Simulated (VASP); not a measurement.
Sc2BSb3, 6 atoms in the cell. It takes space group P-4m2 (No. 115, tetragonal). The conventional cell has a = 3.769 Å, b = 3.769 Å, c = 8.820 Å, α = 90.00°, β = 90.00°, γ = 90.00°. Within 3.8 Å of Sc (site symmetry 2mm) lie 2 B at 2.87 Å and 7 Sb at 2.87 to 3.19 Å and 4 Sc at 3.77 Å. Within 3.5 Å of B (site symmetry -4m2) lie 4 Sb at 2.66 Å and 4 Sc at 2.87 Å. Within 3.9 Å of Sb (site symmetry 2mm) lie 5 Sc at 2.96 to 3.19 Å and 8 Sb at 3.27 to 3.77 Å. Sb (site symmetry -4m2) has 4 B at 2.66 Å and 4 Sc at 2.87 Å within 3.5 Å. 

| Quantity | Value |
| --- | --- |
| Program | VASP 6.6.1 |
| Task | single point |
| Functional | PBE |
| Potentials or basis | VASP PAW PBE potentials, release 64 (Sc_sv, B, Sb) |
| Cutoff | 520 eV |
| k mesh | 4 × 4 × 2 |
| Occupations | gaussian, width 0.1 eV |
| Spin | no spin polarisation |
| Dipole correction | no |
| Further INCAR settings | ALGO = Normal; EDIFF = 1e-07; NBANDS = 29 |

Potentials or basis: VASP PAW PBE potentials, release 64 (Sc_sv, B, Sb).

Command:

```bash
$ cat potpaw_PBE.64/Sc_sv/POTCAR potpaw_PBE.64/B/POTCAR potpaw_PBE.64/Sb/POTCAR > POTCAR
$ mpirun -np 1 vasp_std > vasp.out
```

Hardware: 1 thread of Intel(R) Xeon(R) Platinum 8375C CPU @ 2.90GHz (Ice Lake), with other jobs on the host.

**Question.** How long does it take, and how much memory?

**Answer.** It took 65 s on 1 thread of Intel(R) Xeon(R) Platinum 8375C CPU @ 2.90GHz (Ice Lake), on a shared host, peak memory 0.23 GiB. Counts: scf iterations 16, k points 12.
